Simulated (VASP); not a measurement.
Set up this calculation in VASP 6.6.1, as the native input.

```
Task                   : single point
Functional             : PBE
Potentials or basis    : VASP PAW PBE potentials, release 64 (Hf_pv, N)
Cutoff                 : 600 eV
k mesh                 : 9 × 9 × 9
Occupations            : fermi-dirac, width 0.05 eV
Spin                   : no spin polarisation
Dipole correction      : no
Further INCAR settings : ALGO = Normal; EDIFF = 1e-06; NBANDS = 14
```

The structure of HfN lies in POSCAR:

```
HfN
1.0
    0.0000000000      2.2560000000      2.2560000000
    2.2560000000      0.0000000000      2.2560000000
    2.2560000000      2.2560000000      0.0000000000
Hf N
1 1
Direct
    0.0000000000      0.0000000000      0.0000000000
    0.5000000000      0.5000000000      0.5000000000
```

The input as run:

INCAR

```
  PREC = Accurate
  ENCUT = 600
  EDIFF = 1E-6
  ISMEAR = -1
  SIGMA = 0.05
  LREAL = F
  LASPH = T
  NELM = 120
  ALGO = Normal
  ISIF = 2
  LWAVE = F
  LCHARG = F
  GGA = PE
  NBANDS = 14
  GGA_COMPAT = F
```

KPOINTS

```
Automatic mesh
0
Gamma
  9 9 9
```

Potentials or basis: VASP PAW PBE potentials, release 64 (Hf_pv, N).

Launch:

```console
$ cat potpaw_PBE.64/Hf_pv/POTCAR potpaw_PBE.64/N/POTCAR > POTCAR
$ mpirun -np 1 vasp_std > vasp.out
```

Results of the run:

```json
{"Pressure": "4.1 GPa"}
```

It took 25 s on 1 thread of AMD EPYC 7R43 64-Core Processor (Zen 3), with other jobs on the host, peak memory 0.13 GiB.
